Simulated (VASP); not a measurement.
# ZnS (P6_3mc) in VASP: notebook, part 3 of 4

VASP 6.6.1. The steps go on from the part before.

### Step 5. Single point, PBE (strain -0.015 along x and y, -0.030 along z)

Input file INCAR:

```
SYSTEM = ZnS
PREC     = Accurate       ! precision mode
ENCUT    = 520            ! plane-wave cutoff, eV
EDIFF    = 1E-7           ! SCF threshold, eV
ISMEAR   = 0              ! smearing method
SIGMA    = 0.05           ! smearing width, eV
LREAL    = .FALSE.        ! projectors in reciprocal space
LASPH    = .TRUE.         ! aspherical terms in the spheres
NELM     = 80             ! most SCF steps
ALGO     = Normal         ! electronic algorithm
ISIF     = 2              ! what is computed and relaxed
LWAVE    = .FALSE.        ! write WAVECAR
LCHARG   = .FALSE.        ! write CHGCAR
GGA      = PE             ! functional
NBANDS   = 46             ! bands
```

Input file KPOINTS:

```
regular mesh
0
G
  12 12 2
  0 0 0
```

Input file POSCAR:

```
ZnS
1.0
    3.7890225917      0.0000000000      0.0000000000
   -1.8945112959      3.2813898200      0.0000000000
    0.0000000000      0.0000000000     12.2125182732
Zn S
4 4
Direct
    0.0000000000      0.0000000000      0.0000503469
    0.0000000000      0.0000000000      0.5000503469
    0.3333333333      0.6666666667      0.2500245137
    0.6666666667      0.3333333333      0.7500245137
    0.0000000000      0.0000000000      0.1872896978
    0.0000000000      0.0000000000      0.6872896978
    0.3333333333      0.6666666667      0.4376354415
    0.6666666667      0.3333333333      0.9376354415
```

Potentials or basis: VASP PAW PBE potentials, release 64 (Zn, S).

Command:

```
$ cat potpaw_PBE.64/Zn/POTCAR potpaw_PBE.64/S/POTCAR > POTCAR
$ mpirun -np 1 vasp_std > vasp.out
```

OUTCAR:

```text
SYSTEM = ZnS
   PREC = Accurate
   ENCUT = 520
   EDIFF = 1E-7
   ISMEAR = 0
   LREAL = .FALSE.
   LASPH = .TRUE.
   NELM = 80
   ISIF = 2
   GGA = PE

 ion  position               nearest neighbor table
   1  0.000  0.000  0.000-   5 2.29   8 2.32   8 2.32   8 2.32
   2  0.000  0.000  0.500-   6 2.29   7 2.32   7 2.32   7 2.32
   3  0.333  0.667  0.250-   7 2.29   5 2.32   5 2.32   5 2.32
   4  0.667  0.333  0.750-   8 2.29   6 2.32   6 2.32   6 2.32
   5  0.000  0.000  0.187-   1 2.29   3 2.32   3 2.32   3 2.32
   6  0.000  0.000  0.687-   2 2.29   4 2.32   4 2.32   4 2.32
   7  0.333  0.667  0.438-   3 2.29   2 2.32   2 2.32   2 2.32
   8  0.667  0.333  0.938-   4 2.29   1 2.32   1 2.32   1 2.32

  LATTYP: Found a hexagonal cell.
 ALAT       =     3.7890225917
 C/A-ratio  =     3.2231315538

  Lattice vectors:

 A1 = (   3.7890225917,   0.0000000000,   0.0000000000)
 A2 = (  -1.8945112959,   3.2813898200,   0.0000000000)
 A3 = (   0.0000000000,   0.0000000000,  12.2125182732)

Analysis of symmetry for initial positions (statically):
=====================================================================
 Subroutine PRICEL returns:
 Original cell was already a primitive cell.

 Routine SETGRP: Setting up the symmetry group for a
 hexagonal supercell.

 Subroutine GETGRP returns: Found 12 space group operations
 (whereof  6 operations were pure point group operations)
 out of a pool of 24 trial point group operations.

The static configuration has the point symmetry C_3v.
 The point group associated with its full space group is C_6v.

Analysis of symmetry for dynamics (positions and initial velocities):
=====================================================================
 Subroutine PRICEL returns:
 Original cell was already a primitive cell.

 Routine SETGRP: Setting up the symmetry group for a
 hexagonal supercell.

 Subroutine GETGRP returns: Found 12 space group operations
 (whereof  6 operations were pure point group operations)
 out of a pool of 24 trial point group operations.

The dynamic configuration has the point symmetry C_3v.
 The point group associated with its full space group is C_6v.

 Subroutine INISYM returns: Found 12 space group operations
 (whereof  6 operations are pure point group operations),
 and found     1 'primitive' translations

----------------------------------------------------------------------------------------

                                     Primitive cell

  volume of cell :     151.8414

  direct lattice vectors                    reciprocal lattice vectors
     3.789022592  0.000000000  0.000000000     0.263920306  0.152374459  0.000000000
    -1.894511296  3.281389820  0.000000000     0.000000000  0.304748919  0.000000000
     0.000000000  0.000000000 12.212518273     0.000000000  0.000000000  0.081883194

  length of vectors
     3.789022592  3.789022592 12.212518273     0.304748919  0.304748919  0.081883194

  position of ions in fractional coordinates (direct lattice)
     0.000000000  0.000000000  0.000050347
     0.000000000  0.000000000  0.500050347
     0.333333333  0.666666667  0.250024514
     0.666666667  0.333333333  0.750024514
[... 37 lines left out ...]
 Subroutine IBZKPT returns following result:
 ===========================================

 Found     38 irreducible k-points:

 Following reciprocal coordinates:
            Coordinates               Weight
  0.000000  0.000000  0.000000      1.000000
  0.083333  0.000000  0.000000      6.000000
  0.166667  0.000000  0.000000      6.000000
  0.250000  0.000000  0.000000      6.000000
  0.333333  0.000000  0.000000      6.000000
  0.416667  0.000000  0.000000      6.000000
[... 16 lines left out ...]
  0.250000  0.000000  0.500000      6.000000
  0.333333  0.000000  0.500000      6.000000
 [... further k-points ...]
   k-points           NKPTS =     38   k-points in BZ     NKDIM =     38   number of bands    NBANDS=     46
   number of dos      NEDOS =    301   number of ions     NIONS =      8
   total plane-waves  NPLWV =  75264
   dimension x,y,z NGX =    28 NGY =   28 NGZ =   96
   dimension x,y,z NGXF=    56 NGYF=   56 NGZF=  192
   ions per type =               4   4
   NGX,Y,Z   is equivalent  to a cutoff of  12.29, 12.29, 13.07 a.u.
   NGXF,Y,Z  is equivalent  to a cutoff of  24.57, 24.57, 26.14 a.u.
 SYSTEM =  ZnS
   PREC   = accura    normal or accurate (medium, high low for compatibility)
   ISTART =      0    job   : 0-new  1-cont  2-samecut
   ICHARG =      2    charge: 1-file 2-atom 10-const
   ISPIN  =      1    spin polarized calculation?
   LNONCOLLINEAR =      F non collinear calculations
   LSORBIT =      F    spin-orbit coupling
   LASPH  =      T    aspherical Exc in radial PAW
   ENCUT  =  520.0 eV  38.22 Ry    6.18 a.u.   7.05  7.05 22.71*2*pi/ulx,y,z
   NELM   =     80;   NELMIN=  2; NELMDL= -5     # of ELM steps
   EDIFF  = 0.1E-06   stopping-criterion for ELM
   LREAL  =      F    real-space projection
   EDIFFG = 0.1E-05   stopping-criterion for IOM
   NSW    =      0    number of steps for IOM
   IBRION =     -1    ionic relax: 0-MD 1-quasi-New 2-CG
   NFREE  =      0    steps in history (QN), initial steepest desc. (CG)
   ISIF   =      2    stress and relaxation
   ISYM   =      2    0-nonsym 1-usesym 2-fastsym
   POTIM  = 0.5000    time-step for ionic-motion
   TEBEG  =    0.0;   TEEND  =   0.0 temperature during run
   PSTRESS=    0.0 pullay stress
   NELECT =      72.0000    total number of electrons
   NUPDOWN=      -1.0000    fix difference up-down
   EMIN   =  10.00;   EMAX   =-10.00  energy-range for DOS
   EFERMI =   0.00;   METHOD = LEGACY
   ISMEAR =     0;   SIGMA  =   0.05  broadening in eV -4-tet -1-fermi 0-gaus
   EFERMI_NEDOS =   21; number of points for ismear=-14 and -15
   IALGO  =     38    algorithm
   IMIX   =      4    mixing-type and parameters
     AMIX     =   0.40;   BMIX     =  1.00
     AMIX_MAG =   1.60;   BMIX_MAG =  1.00
  volume/ion in A,a.u.               =      18.98       128.08
  Fermi-wavevector in a.u.,A,eV,Ry     =   1.276602  2.412428 22.173593  1.629713
  Thomas-Fermi vector in A             =   2.409249
   LORBIT       =      0    0 simple, 1 ext, 2 COOP (PROOUT), +10 PAW based schemes
   GGA     = PE    functional components
   LHFCALC =     F    Hartree Fock is set to
   AEXX    =    0.0000 exact exchange contribution
   IVDW    =     0    specifies the selected vdW correction
   LEPSILON=     F    determine dielectric tensor
   LRPA    =     F    only Hartree local field effects (RPA)
 non-spin polarized calculation
 Gauss-broadening in eV      SIGMA  =   0.05
  energy-cutoff  :      520.00
  volume of cell :      151.84
 maximum number of plane-waves:      4116
   NGX = 15   NGY = 15   NGZ = 45

 number of electron      72.0000014 magnetization

 Free energy of the ion-electron system (eV)
  ---------------------------------------------------
  ext. energy  EPLUGINS =         0.00000000
  ---------------------------------------------------
  free energy    TOTEN  =       -27.23938106 eV

  energy without entropy =      -27.23938106  energy(sigma->0) =      -27.23938106

 E-fermi :   2.6913     XC(G=0):  -9.8094

 val. band max:        2.4773200202   @ k =   0.0000   0.0000   0.0000
 cond. band min:       4.8134724593   @ k =   0.0000   0.0000   0.0000
 fundamental gap:      2.3361524391
 Fermi energy:         2.6913163527

 k-point     1 :       0.0000    0.0000    0.0000
  band No.  band energies     occupation
      1     -10.9477      2.00000
      2     -10.4830      2.00000
      3     -10.4720      2.00000
      4      -9.9087      2.00000
      5      -4.0263      2.00000
      6      -4.0181      2.00000
[... 1165 lines left out ...]
     45       9.9156      0.00000
     46       9.9156      0.00000

 [... further k-points ...]
[... 5 lines left out ...]
  --------------------------------------------------------------------------------------
  -------------------------------------------------------------------------------------
  Total        3.9820700      3.9820700      6.3906645     -0.0000000      0.0000000      0.0000000
  in kB       42.0174051     42.0174051     67.4320488     -0.0000000      0.0000000      0.0000000
  external PRESSURE =      50.4889530 kB  Pullay stress =       0.0000000 kB

 VOLUME and BASIS-vectors are now :
 -----------------------------------------------------------------------------
  energy-cutoff  :      520.00
  volume of cell :      151.84
      direct lattice vectors                 reciprocal lattice vectors
     3.789022592  0.000000000  0.000000000     0.263920306  0.152374459  0.000000000
    -1.894511296  3.281389820  0.000000000     0.000000000  0.304748919  0.000000000
     0.000000000  0.000000000 12.212518273     0.000000000  0.000000000  0.081883194

 POSITION                                       TOTAL-FORCE (eV/Angst)
 -----------------------------------------------------------------------------------
      0.00000      0.00000      0.00061         0.000000      0.000000     -0.120924
      0.00000      0.00000      6.10687        -0.000000     -0.000000     -0.120924
     -0.00000      2.18759      3.05343         0.000000     -0.000000     -0.125152
      1.89451      1.09380      9.15969        -0.000000     -0.000000     -0.125152
      0.00000      0.00000      2.28728         0.000000     -0.000000      0.119341
      0.00000      0.00000      8.39354        -0.000000      0.000000      0.119341
     -0.00000      2.18759      5.34463         0.000000      0.000000      0.126734
      1.89451      1.09380     11.45089        -0.000000     -0.000000      0.126734
 -----------------------------------------------------------------------------------
    total drift:                               -0.000002     -0.000003      0.001262

  FREE ENERGIE OF THE ION-ELECTRON SYSTEM (eV)
  ---------------------------------------------------
  free  energy   TOTEN  =       -27.2393810636 eV

  energy  without entropy=      -27.2393810636  energy(sigma->0) =      -27.23938106
```

Run time: 5.6 min. Hardware: 1 thread of Oxide Virtual Turin-like, shared host; peak memory 0.34 GiB.

What came out:

* Free energy: -27.2394 eV
* Pressure: 5.0 GPa
* Largest force: 0.127 eV/Å
* Band gap on the k mesh: 2.34 eV, direct

Forces in eV/Å, atoms in the order of the input:
```
Zn   0.000  0.000 -0.121
Zn   0.000  0.000 -0.121
Zn   0.000  0.000 -0.125
Zn   0.000  0.000 -0.125
S    0.000  0.000  0.119
S    0.000  0.000  0.119
S    0.000  0.000  0.127
S    0.000  0.000  0.127
```

Caveat: the cell differs from its parent crystal (strain -0.015 along x and y, -0.030 along z). A k mesh can miss the band edges.

### Step 6. Single point, PBE (strain -0.030 along x and y, +0.015 along z)

Input file INCAR:

```
SYSTEM = ZnS
PREC     = Accurate       ! precision mode
ENCUT    = 520            ! plane-wave cutoff, eV
EDIFF    = 1E-6           ! SCF threshold, eV
ISMEAR   = 0              ! smearing method
SIGMA    = 0.05           ! smearing width, eV
LREAL    = .False.        ! projectors in reciprocal space
LASPH    = .True.         ! aspherical terms in the spheres
NELM     = 80             ! most SCF steps
ALGO     = Normal         ! electronic algorithm
ISIF     = 2              ! what is computed and relaxed
LWAVE    = .False.        ! write WAVECAR
LCHARG   = .False.        ! write CHGCAR
GGA      = PE             ! functional
NBANDS   = 46             ! bands
```

Input file KPOINTS:

```
regular mesh
0
Gamma
  12 12 2
  0 0 0
```

Changes to POSCAR since step 5:

```diff
@@ -2,5 +2,5 @@
 1.0
-    3.7890225917      0.0000000000      0.0000000000
-   -1.8945112959      3.2813898200      0.0000000000
-    0.0000000000      0.0000000000     12.2125182732
+    3.7313217401      0.0000000000      0.0000000000
+   -1.8656608700      3.2314194166      0.0000000000
+    0.0000000000      0.0000000000     12.7790783993
 Zn S
```

Potentials or basis: VASP PAW PBE potentials, release 64 (Zn, S).

Command:

```
$ cat potpaw_PBE.64/Zn/POTCAR potpaw_PBE.64/S/POTCAR > POTCAR
$ mpirun -np 1 vasp_std > vasp.out
```

OUTCAR:

```text
SYSTEM = ZnS
   PREC = Accurate
   ENCUT = 520
   EDIFF = 1E-6
   ISMEAR = 0
   LREAL = .False.
   LASPH = .True.
   NELM = 80
   ISIF = 2
   GGA = PE

 ion  position               nearest neighbor table
   1  0.000  0.000  0.000-   8 2.30   8 2.30   8 2.30   5 2.39
   2  0.000  0.000  0.500-   7 2.30   7 2.30   7 2.30   6 2.39
   3  0.333  0.667  0.250-   5 2.30   5 2.30   5 2.30   7 2.40
   4  0.667  0.333  0.750-   6 2.30   6 2.30   6 2.30   8 2.40
   5  0.000  0.000  0.187-   3 2.30   3 2.30   3 2.30   1 2.39
   6  0.000  0.000  0.687-   4 2.30   4 2.30   4 2.30   2 2.39
   7  0.333  0.667  0.438-   2 2.30   2 2.30   2 2.30   3 2.40
[... 1392 lines left out ...]
  Total        5.9263629      5.9263629     -0.3747811      0.0000000      0.0000000      0.0000000
  in kB       61.6230597     61.6230597     -3.8970202      0.0000000      0.0000000      0.0000000
  external PRESSURE =      39.7830331 kB  Pullay stress =       0.0000000 kB

 VOLUME and BASIS-vectors are now :
 -----------------------------------------------------------------------------
  energy-cutoff  :      520.00
  volume of cell :      154.08
      direct lattice vectors                 reciprocal lattice vectors
     3.731321740  0.000000000  0.000000000     0.268001547  0.154730766  0.000000000
    -1.865660870  3.231419417  0.000000000     0.000000000  0.309461531  0.000000000
     0.000000000  0.000000000 12.779078399     0.000000000  0.000000000  0.078252904

 POSITION                                       TOTAL-FORCE (eV/Angst)
 -----------------------------------------------------------------------------------
      0.00000      0.00000      0.00064         0.000000     -0.000000      0.306572
      0.00000      0.00000      6.39018        -0.000000      0.000000      0.306572
     -0.00000      2.15428      3.19508        -0.000000     -0.000000      0.295536
      1.86566      1.07714      9.58462         0.000000      0.000000      0.295536
      0.00000      0.00000      2.39339         0.000000      0.000000     -0.297366
      0.00000      0.00000      8.78293        -0.000000      0.000000     -0.297366
     -0.00000      2.15428      5.59258         0.000000      0.000000     -0.304742
      1.86566      1.07714     11.98212        -0.000000     -0.000000     -0.304742
 -----------------------------------------------------------------------------------
    total drift:                               -0.000002     -0.000003     -0.000745

  FREE ENERGIE OF THE ION-ELECTRON SYSTEM (eV)
  ---------------------------------------------------
  free  energy   TOTEN  =       -27.2160889958 eV

  energy  without entropy=      -27.2160889958  energy(sigma->0) =      -27.21608900
```

Run time: 4.8 min. Hardware: 1 thread of Oxide Virtual Turin-like, shared host; peak memory 0.34 GiB.

Results:

```
Free energy            : -27.2161 eV
Pressure               : 4.0 GPa
Largest force          : 0.307 eV/Å
Band gap on the k mesh : 2.14 eV, direct
```

Forces on the atoms (eV/Å):
```
Zn   0.000  0.000  0.307
Zn   0.000  0.000  0.307
Zn   0.000  0.000  0.296
Zn   0.000  0.000  0.296
S    0.000  0.000 -0.297
S    0.000  0.000 -0.297
S    0.000  0.000 -0.305
S    0.000  0.000 -0.305
```

Caveat: the cell differs from its parent crystal (strain -0.030 along x and y, +0.015 along z).

(Continued in part 4 of 4.)
